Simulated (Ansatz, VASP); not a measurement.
**Two plane-wave programs on Ba**

```
Ba
1.0
    -0.70056    2.92304    2.92304
     2.92304   -0.70056    2.92304
     2.92304    2.92304   -0.70056
Ba
1
Cartesian
  0.0000 0.0000 0.0000
```

Alike in both runs: task single point; functional PBE; k mesh 14 × 14 × 14; occupations gaussian, width 0.15 eV; no spin polarisation.

```csv
,VASP,Ansatz
version,VASP 6.6.1,Ansatz 0.2.0
potentials or method,"VASP PAW PBE potentials, release 64 (Ba_sv), cutoff 520 eV","scalar-relativistic, plane waves, PAW"
valence electrons in the cell,10,10
```

Ansatz gave:

* gap on the k mesh at the Fermi level (eV): none
* pressure (GPa): -0.4
* traceless stress, the component that is largest in VASP (GPa): 0.74

Question: Which values does VASP return?

Answer: gap on the k mesh at the Fermi level (eV): none; pressure (GPa): -0.3; traceless stress, the component that is largest in VASP (GPa): 0.75.

A gap of «none» marks a metal or a gap that the smearing closes.

Neither program's run includes spin-orbit coupling.
